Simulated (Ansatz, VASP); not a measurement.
**Two plane-wave programs on BeS**

```
CELL_PARAMETERS angstrom
0.00000 2.32927 2.52359
2.52359 0.00000 2.52359
2.52359 2.32927 0.00000
ATOMIC_POSITIONS crystal
Be 0.00000 0.00000 0.00000
S 0.75000 0.75000 0.75000
```

Alike in both runs: task single point; functional PBEsol; k mesh 10 × 10 × 10; occupations gaussian, width 0.05 eV; no spin polarisation.

|  | VASP | Ansatz |
| --- | --- | --- |
| version | VASP 6.6.1 | Ansatz 0.2.0 |
| potentials or method | VASP PAW PBE potentials, release 64 (Be, S), cutoff 520 eV | scalar-relativistic, plane waves, PAW |
| valence electrons in the cell | 8 | 8 |

|  | VASP | Ansatz | Ansatz less VASP |
| --- | --- | --- | --- |
| gap on the k mesh at the Fermi level (eV) | 2.43 | 2.42 | -0.004 |
| least direct gap on the mesh (eV) | 5.12 | 5.11 | -0.003 |
| pressure (GPa) | -4.1 | -4.3 | -0.14 |
| traceless stress, the component that is largest in VASP (GPa) | 4.25 | 4.27 | +0.023 |

VASP's potentials were made for PBE, not for PBEsol.
